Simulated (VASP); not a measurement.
# LiF (Fm-3m) in VASP: a series of runs

The runs below take LiF through electric field gradients, with LDA.

All numbers are computed with VASP 6.6.1; they aren't measurements. Logs are shortened: lines on timing, memory, paths and dates and some standing lists are left out, and cuts for length are marked.

## (1) The cell of the first run

Symmetry: Fm-3m, No. 225, cubic system. The conventional cell has a = 3.960 Å, b = 3.960 Å, c = 3.960 Å, α = 90.00°, β = 90.00°, γ = 90.00°. Within 2.6 Å of Li (site symmetry m-3m) lie 6 F at 1.98 Å. Within 2.6 Å of F (site symmetry m-3m) lie 6 Li at 1.98 Å.

## (2) Electric field gradients, LDA (volume scaled by 0.95)

INCAR reads:

```
SYSTEM = LiF
ALGO = Normal ; EDIFF = 1E-8
ENCUT = 520 ; ISIF = 2
ISMEAR = -1 ; LASPH = .TRUE.
LCHARG = .FALSE. ; LEFG = .TRUE.
LREAL = .FALSE. ; LWAVE = .FALSE.
NBANDS = 12 ; NELM = 100
PREC = Accurate ; SIGMA = 0.03
```

KPOINTS reads:

```
k-points
0
G
  10 10 10
  0 0 0
```

POSCAR reads:

```
LiF
1.0
    0.0000000000      1.9798578110      1.9798578110
    1.9798578110      0.0000000000      1.9798578110
    1.9798578110      1.9798578110      0.0000000000
Li F
1 1
Direct
    0.0000000000      0.0000000000      0.0000000000
    0.5000000000      0.5000000000      0.5000000000
```

Potentials or basis: VASP PAW LDA potentials, release 64 (Li_sv, F).

Run with:

```bash
$ cat potpaw_LDA.64/Li_sv/POTCAR potpaw_LDA.64/F/POTCAR > POTCAR
$ mpirun -np 1 vasp_std > vasp.out
```

OUTCAR:

```text
SYSTEM = LiF
   EDIFF = 1E-8
   ENCUT = 520
   ISIF = 2
   ISMEAR = -1
   LASPH = .TRUE.
   LREAL = .FALSE.
   NELM = 100
   PREC = Accurate

 ion  position               nearest neighbor table
   1  0.000  0.000  0.000-   2 1.98   2 1.98   2 1.98   2 1.98   2 1.98   2 1.98
   2  0.500  0.500  0.500-   1 1.98   1 1.98   1 1.98   1 1.98   1 1.98   1 1.98

  LATTYP: Found a face centered cubic cell.
 ALAT       =     3.9597156220

  Lattice vectors:

 A1 = (   0.0000000000,   1.9798578110,   1.9798578110)
 A2 = (   1.9798578110,   0.0000000000,   1.9798578110)
 A3 = (   1.9798578110,   1.9798578110,   0.0000000000)

Analysis of symmetry for initial positions (statically):
=====================================================================
 Subroutine PRICEL returns:
 Original cell was already a primitive cell.

 Routine SETGRP: Setting up the symmetry group for a
 face centered cubic supercell.

 Subroutine GETGRP returns: Found 48 space group operations
 (whereof 48 operations were pure point group operations)
 out of a pool of 48 trial point group operations.

The static configuration has the point symmetry O_h .

Analysis of symmetry for dynamics (positions and initial velocities):
=====================================================================
 Subroutine PRICEL returns:
 Original cell was already a primitive cell.

 Routine SETGRP: Setting up the symmetry group for a
 face centered cubic supercell.

 Subroutine GETGRP returns: Found 48 space group operations
 (whereof 48 operations were pure point group operations)
 out of a pool of 48 trial point group operations.

The dynamic configuration has the point symmetry O_h .

 Subroutine INISYM returns: Found 48 space group operations
 (whereof 48 operations are pure point group operations),
 and found     1 'primitive' translations

----------------------------------------------------------------------------------------

                                     Primitive cell

  volume of cell :      15.5214

  direct lattice vectors                    reciprocal lattice vectors
     0.000000000  1.979857811  1.979857811    -0.252543388  0.252543388  0.252543388
     1.979857811  0.000000000  1.979857811     0.252543388 -0.252543388  0.252543388
     1.979857811  1.979857811  0.000000000     0.252543388  0.252543388 -0.252543388

  length of vectors
     2.799941768  2.799941768  2.799941768     0.437417980  0.437417980  0.437417980

  position of ions in fractional coordinates (direct lattice)
     0.000000000  0.000000000  0.000000000
     0.500000000  0.500000000  0.500000000

  ion indices of the primitive-cell ions
   primitive index   ion index
                 1           1
                 2           2

----------------------------------------------------------------------------------------

 KPOINTS: k-points

Automatic generation of k-mesh.
 Grid dimensions read from file:
 generate k-points for:   10   10   10

 Generating k-lattice:

  Cartesian coordinates                     Fractional coordinates (reciprocal lattice)
    -0.025254339  0.025254339  0.025254339     0.100000000  0.000000000  0.000000000
     0.025254339 -0.025254339  0.025254339     0.000000000  0.100000000  0.000000000
     0.025254339  0.025254339 -0.025254339     0.000000000  0.000000000  0.100000000

  Length of vectors
     0.043741798  0.043741798  0.043741798

  Shift w.r.t. Gamma in fractional coordinates (k-lattice)
     0.000000000  0.000000000  0.000000000

 Subroutine IBZKPT returns following result:
 ===========================================

 Found     47 irreducible k-points:

 Following reciprocal coordinates:
            Coordinates               Weight
  0.000000  0.000000  0.000000      1.000000
  0.100000  0.000000  0.000000      8.000000
  0.200000  0.000000  0.000000      8.000000
  0.300000  0.000000  0.000000      8.000000
  0.400000  0.000000  0.000000      8.000000
  0.500000  0.000000  0.000000      4.000000
[... 16 lines left out ...]
  0.300000  0.300000  0.000000      6.000000
  0.400000  0.300000  0.000000     24.000000
 [... further k-points ...]
   k-points           NKPTS =     47   k-points in BZ     NKDIM =     47   number of bands    NBANDS=     12
   number of dos      NEDOS =    301   number of ions     NIONS =      2
   total plane-waves  NPLWV =  13824
   dimension x,y,z NGX =    24 NGY =   24 NGZ =   24
   dimension x,y,z NGXF=    48 NGYF=   48 NGZF=   48
   ions per type =               1   1
   NGX,Y,Z   is equivalent  to a cutoff of  14.25, 14.25, 14.25 a.u.
   NGXF,Y,Z  is equivalent  to a cutoff of  28.50, 28.50, 28.50 a.u.
 SYSTEM =  LiF
   PREC   = accura    normal or accurate (medium, high low for compatibility)
   ISTART =      0    job   : 0-new  1-cont  2-samecut
   ICHARG =      2    charge: 1-file 2-atom 10-const
   ISPIN  =      1    spin polarized calculation?
   LNONCOLLINEAR =      F non collinear calculations
   LSORBIT =      F    spin-orbit coupling
   LASPH  =      T    aspherical Exc in radial PAW
   ENCUT  =  520.0 eV  38.22 Ry    6.18 a.u.   5.21  5.21  5.21*2*pi/ulx,y,z
   NELM   =    100;   NELMIN=  2; NELMDL= -5     # of ELM steps
   EDIFF  = 0.1E-07   stopping-criterion for ELM
   LREAL  =      F    real-space projection
   EDIFFG = 0.1E-06   stopping-criterion for IOM
   NSW    =      0    number of steps for IOM
   IBRION =     -1    ionic relax: 0-MD 1-quasi-New 2-CG
   NFREE  =      0    steps in history (QN), initial steepest desc. (CG)
   ISIF   =      2    stress and relaxation
   ISYM   =      2    0-nonsym 1-usesym 2-fastsym
   POTIM  = 0.5000    time-step for ionic-motion
   TEBEG  =    0.0;   TEEND  =   0.0 temperature during run
   PSTRESS=    0.0 pullay stress
   NELECT =      10.0000    total number of electrons
   NUPDOWN=      -1.0000    fix difference up-down
   EMIN   =  10.00;   EMAX   =-10.00  energy-range for DOS
   EFERMI =   0.00;   METHOD = LEGACY
   ISMEAR =    -1;   SIGMA  =   0.03  broadening in eV -4-tet -1-fermi 0-gaus
   EFERMI_NEDOS =   21; number of points for ismear=-14 and -15
   IALGO  =     38    algorithm
   IMIX   =      4    mixing-type and parameters
     AMIX     =   0.40;   BMIX     =  1.00
     AMIX_MAG =   1.60;   BMIX_MAG =  1.00
  volume/ion in A,a.u.               =       7.76        52.37
  Fermi-wavevector in a.u.,A,eV,Ry     =   1.413940  2.671958 27.201107  1.999225
  Thomas-Fermi vector in A             =   2.535533
   LORBIT       =      0    0 simple, 1 ext, 2 COOP (PROOUT), +10 PAW based schemes
   GGA     = CA    functional components
   LHFCALC =     F    Hartree Fock is set to
   AEXX    =    0.0000 exact exchange contribution
   IVDW    =     0    specifies the selected vdW correction
   LEPSILON=     F    determine dielectric tensor
   LRPA    =     F    only Hartree local field effects (RPA)
 non-spin polarized calculation
  energy-cutoff  :      520.00
  volume of cell :       15.52
 maximum number of plane-waves:       444
 NGX is ok and might be reduce to    24
   NGX = 11   NGY = 11   NGZ = 11

 number of electron      10.0000001 magnetization

 Free energy of the ion-electron system (eV)
  ---------------------------------------------------
  ext. energy  EPLUGINS =         0.00000000
  ---------------------------------------------------
  free energy    TOTEN  =       -10.49545568 eV

  energy without entropy =      -10.49545568  energy(sigma->0) =      -10.49545568

 E-fermi :  -0.1806     XC(G=0): -10.9282

 val. band max:       -0.9713466019   @ k =   0.0000   0.0000   0.0000
 cond. band min:       8.3398073801   @ k =   0.0000   0.0000   0.0000
 fundamental gap:      9.3111539821
 Fermi energy:        -0.1806406284

 k-point     1 :       0.0000    0.0000    0.0000
  band No.  band energies     occupation
      1     -40.6266      2.00000
      2     -20.6848      2.00000
      3      -0.9713      2.00000
      4      -0.9713      2.00000
      5      -0.9713      2.00000
      6       8.3398      0.00000
      7      23.1484      0.00000
      8      23.1484      0.00000
      9      23.1484      0.00000
     10      23.4377      0.00000
     11      23.4377      0.00000
     12      23.4377      0.00000
[... 331 lines left out ...]
 k-point    24 :       0.4000    0.3000    0.0000
  band No.  band energies     occupation
      1     -40.5389      2.00000
      2     -20.0773      2.00000
      3      -3.5301      2.00000
      4      -1.9443      2.00000
      5      -1.8195      2.00000
      6      12.2530      0.00000
      7      15.6862      0.00000
      8      17.7229      0.00000
      9      19.2717      0.00000
     10      20.3589      0.00000
     11      33.8181      0.00000
     12      34.4642      0.00000

 [... further k-points ...]
[... 5 lines left out ...]
  --------------------------------------------------------------------------------------
  -------------------------------------------------------------------------------------
  Total       -0.3237860     -0.3237860     -0.3237860      0.0000000      0.0000000     -0.0000000
  in kB      -33.4223259    -33.4223259    -33.4223259      0.0000000      0.0000000     -0.0000000
  external PRESSURE =     -33.4223259 kB  Pullay stress =       0.0000000 kB

 VOLUME and BASIS-vectors are now :
 -----------------------------------------------------------------------------
  energy-cutoff  :      520.00
  volume of cell :       15.52
      direct lattice vectors                 reciprocal lattice vectors
     0.000000000  1.979857811  1.979857811    -0.252543388  0.252543388  0.252543388
     1.979857811  0.000000000  1.979857811     0.252543388 -0.252543388  0.252543388
     1.979857811  1.979857811  0.000000000     0.252543388  0.252543388 -0.252543388

 POSITION                                       TOTAL-FORCE (eV/Angst)
 -----------------------------------------------------------------------------------
      0.00000      0.00000      0.00000        -0.000000     -0.000000      0.000000
      1.97986      1.97986      1.97986         0.000000      0.000000     -0.000000
 -----------------------------------------------------------------------------------
    total drift:                               -0.000000     -0.000000      0.000000

  FREE ENERGIE OF THE ION-ELECTRON SYSTEM (eV)
  ---------------------------------------------------
  free  energy   TOTEN  =       -10.4954556839 eV

  energy  without entropy=      -10.4954556839  energy(sigma->0) =      -10.49545568

 Electric field gradients (V/A^2)
---------------------------------------------------------------------
 ion       V_xx      V_yy      V_zz      V_xy      V_xz      V_yz
---------------------------------------------------------------------
   1      -0.000     0.000     0.000     0.001     0.001     0.001
   2      -0.000    -0.000     0.000     0.002     0.002     0.002
---------------------------------------------------------------------

 Electric field gradients after diagonalization (V/A^2)
 (convention: |V_zz| > |V_xx| > |V_yy|)
----------------------------------------------------------------------
 ion       V_xx      V_yy      V_zz     asymmetry (V_yy - V_xx)/ V_zz
----------------------------------------------------------------------
   1      -0.001    -0.001     0.001       0.000
   2      -0.002    -0.002     0.004       0.000
----------------------------------------------------------------------

           NMR quadrupolar parameters

 Cq : quadrupolar parameter    Cq=e*Q*V_zz/h
 eta: asymmetry parameters     (V_yy - V_xx)/ V_zz
 Q  : nuclear electric quadrupole moment in mb (millibarn)
----------------------------------------------------------------------
 ion       Cq(MHz)       eta       Q (mb)
----------------------------------------------------------------------
   1       0.000       0.000       1.000
   2       0.000       0.000       1.000
----------------------------------------------------------------------
```

It took 14 s on 1 thread of AMD EPYC 7R43 (Zen 3), shared host; peak memory 0.09 GiB.

What came out:

```
Free energy            : -10.4955 eV
Band gap on the k mesh : 9.31 eV, direct
```

Caveat: the cutoff is under 1.25 times the usual one of these potentials, so pressure, stress and relaxed cells hold a basis-set (Pulay) error; without QUAD_EFG the Cq values of the log hold for a quadrupole moment of 1 mb, not for the nuclei.

## (3) Electric field gradients, LDA (volume scaled by 0.975)

INCAR reads:

```
SYSTEM = LiF
ALGO = Normal
EDIFF = 1E-8
ENCUT = 520
ISIF = 2
ISMEAR = -1
LASPH = .True.
LCHARG = .False.
LEFG = .True.
LREAL = .False.
LWAVE = .False.
NBANDS = 12
NELM = 80
PREC = Accurate
SIGMA = 0.03
```

KPOINTS reads:

```
k-points
0
Gamma
  10 10 10
  0 0 0
```

POSCAR reads:

```
LiF
1.0
    0.0000000000      1.9970748301      1.9970748301
    1.9970748301      0.0000000000      1.9970748301
    1.9970748301      1.9970748301      0.0000000000
Li F
1 1
Direct
    0.0000000000      0.0000000000      0.0000000000
    0.5000000000      0.5000000000      0.5000000000
```

Potentials or basis: VASP PAW LDA potentials, release 64 (Li_sv, F).

Run with:

```bash
$ cat potpaw_LDA.64/Li_sv/POTCAR potpaw_LDA.64/F/POTCAR > POTCAR
$ mpirun -np 1 vasp_std > vasp.out
```

OUTCAR:

```text
SYSTEM = LiF
   EDIFF = 1E-8
   ENCUT = 520
   ISIF = 2
   ISMEAR = -1
   LASPH = .True.
   LREAL = .False.
   NELM = 80
   PREC = Accurate

 ion  position               nearest neighbor table
   1  0.000  0.000  0.000-   2 2.00   2 2.00   2 2.00   2 2.00   2 2.00   2 2.00
   2  0.500  0.500  0.500-   1 2.00   1 2.00   1 2.00   1 2.00   1 2.00   1 2.00

  LATTYP: Found a face centered cubic cell.
 ALAT       =     3.9941496602

  Lattice vectors:

 A1 = (   0.0000000000,   1.9970748301,   1.9970748301)
 A2 = (   1.9970748301,   0.0000000000,   1.9970748301)
 A3 = (   1.9970748301,   1.9970748301,   0.0000000000)

Analysis of symmetry for initial positions (statically):
=====================================================================
 Subroutine PRICEL returns:
 Original cell was already a primitive cell.

 Routine SETGRP: Setting up the symmetry group for a
 face centered cubic supercell.

 Subroutine GETGRP returns: Found 48 space group operations
[... 551 lines left out ...]
     0.000000000  1.997074830  1.997074830    -0.250366182  0.250366182  0.250366182
     1.997074830  0.000000000  1.997074830     0.250366182 -0.250366182  0.250366182
     1.997074830  1.997074830  0.000000000     0.250366182  0.250366182 -0.250366182

 POSITION                                       TOTAL-FORCE (eV/Angst)
 -----------------------------------------------------------------------------------
      0.00000      0.00000      0.00000         0.000000      0.000000      0.000000
      1.99707      1.99707      1.99707         0.000000      0.000000      0.000000
 -----------------------------------------------------------------------------------
    total drift:                               -0.000000     -0.000000      0.000000

  FREE ENERGIE OF THE ION-ELECTRON SYSTEM (eV)
  ---------------------------------------------------
  free  energy   TOTEN  =       -10.4858082165 eV

  energy  without entropy=      -10.4858082165  energy(sigma->0) =      -10.48580822

 Electric field gradients (V/A^2)
---------------------------------------------------------------------
 ion       V_xx      V_yy      V_zz      V_xy      V_xz      V_yz
---------------------------------------------------------------------
   1       0.000    -0.000    -0.000    -0.000    -0.000    -0.000
   2      -0.000     0.000    -0.000     0.001     0.001     0.001
---------------------------------------------------------------------

 Electric field gradients after diagonalization (V/A^2)
 (convention: |V_zz| > |V_xx| > |V_yy|)
----------------------------------------------------------------------
 ion       V_xx      V_yy      V_zz     asymmetry (V_yy - V_xx)/ V_zz
----------------------------------------------------------------------
   1       0.000     0.000    -0.000       0.000
   2      -0.001    -0.001     0.002       0.000
----------------------------------------------------------------------

           NMR quadrupolar parameters

 Cq : quadrupolar parameter    Cq=e*Q*V_zz/h
 eta: asymmetry parameters     (V_yy - V_xx)/ V_zz
 Q  : nuclear electric quadrupole moment in mb (millibarn)
----------------------------------------------------------------------
 ion       Cq(MHz)       eta       Q (mb)
----------------------------------------------------------------------
   1      -0.000       0.000       1.000
   2       0.000       0.000       1.000
----------------------------------------------------------------------
```

OSZICAR:

```text
N       E                     dE             d eps       ncg     rms          rms(c)
DAV:   1     0.288409949942E+02    0.28841E+02   -0.54023E+03  1176   0.841E+02
DAV:   2    -0.100466928953E+02   -0.38888E+02   -0.38187E+02  1344   0.184E+02
DAV:   3    -0.109703088452E+02   -0.92362E+00   -0.92181E+00  1484   0.249E+01
DAV:   4    -0.109780405122E+02   -0.77317E-02   -0.77313E-02  1316   0.240E+00
DAV:   5    -0.109781157565E+02   -0.75244E-04   -0.75244E-04  1480   0.184E-01    0.423E+00
DAV:   6    -0.105023543214E+02    0.47576E+00   -0.22517E+00  1264   0.916E+00    0.134E+00
DAV:   7    -0.104913196099E+02    0.11035E-01   -0.14997E-02  1492   0.106E+00    0.788E-01
DAV:   8    -0.104858190557E+02    0.55006E-02   -0.89467E-03  1572   0.100E+00    0.967E-02
DAV:   9    -0.104857940025E+02    0.25053E-04   -0.68402E-04  1256   0.237E-01    0.368E-02
DAV:  10    -0.104858087930E+02   -0.14791E-04   -0.28359E-05  1320   0.385E-02    0.764E-03
DAV:  11    -0.104858082325E+02    0.56046E-06   -0.16036E-06  1436   0.133E-02    0.118E-03
DAV:  12    -0.104858082252E+02    0.73367E-08   -0.26960E-07  1552   0.378E-03    0.717E-04
DAV:  13    -0.104858082165E+02    0.86696E-08   -0.25092E-08  1092   0.133E-03
   1 F= -.10485808E+02 E0= -.10485808E+02  d E =-.134479E-12
```

It took 12 s on 1 thread of AMD EPYC 7R43 (Zen 3), shared host; peak memory 0.08 GiB.

Results:

* Free energy: -10.4858 eV
* Band gap on the k mesh: 9.07 eV, direct

Caveat: the cutoff is under 1.25 times the usual one of these potentials, so pressure, stress and relaxed cells hold a basis-set (Pulay) error; without QUAD_EFG the Cq values of the log hold for a quadrupole moment of 1 mb, not for the nuclei. A k mesh can miss the band edges.

[end of part 1 of 2]
